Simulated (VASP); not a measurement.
Set up this calculation in VASP 6.6.1, as the native input.

```
Task                   : single point
Functional             : PBE
Potentials or basis    : VASP PAW PBE potentials, release 64 (V_sv)
Cutoff                 : 520 eV
k mesh                 : 21 × 21 × 10
Occupations            : gaussian, width 0.15 eV
Spin                   : no spin polarisation
Dipole correction      : no
Further INCAR settings : ALGO = Fast; EDIFF = 1e-06; NBANDS = 20
```

The structure of V lies in POSCAR:

```
V
1.0
    2.7345088078      0.0000000000      0.0000000000
   -1.3672544039      2.3681540944      0.0000000000
    0.0000000000      0.0000000000      4.4871692000
V
2
Direct
    0.6666666667      0.3333333333      0.7500000000
    0.3333333333      0.6666666667      0.2500000000
```

This isn't the form of V at room conditions, which is bcc.

This cell differs from its parent crystal: strain +0.050 along x and y, -0.050 along z.

One way to write it, as run:

INCAR

```
  ALGO = Fast
  EDIFF = 1E-6
  ENCUT = 520
  GGA = PE
  ISIF = 2
  ISMEAR = 0
  LASPH = T
  LCHARG = T
  LELF = T
  LREAL = F
  LVHAR = T
  LWAVE = F
  NBANDS = 20
  NELM = 100
  PREC = Accurate
  SIGMA = 0.15
```

KPOINTS

```
k-points
0
Gamma
  21 21 10
```

Potentials or basis: VASP PAW PBE potentials, release 64 (V_sv).

The run is started by

```bash
$ cat potpaw_PBE.64/V_sv/POTCAR > POTCAR
$ mpirun -np 1 vasp_std > vasp.out
```

Results of the run:

```json
{
  "Pressure": "-7.2 GPa",
  "Band gap on the k mesh": "zero (bands 13 and 14 overlap by 1.96 eV)"
}
```

Caveat: the cell differs from its parent crystal (strain +0.050 along x and y, -0.050 along z); the cell stands under tension.

Run time: 59 s on 1 thread of Intel(R) Xeon(R) 6975P-C (Granite Rapids), with other jobs on the host, peak memory 0.24 GiB.
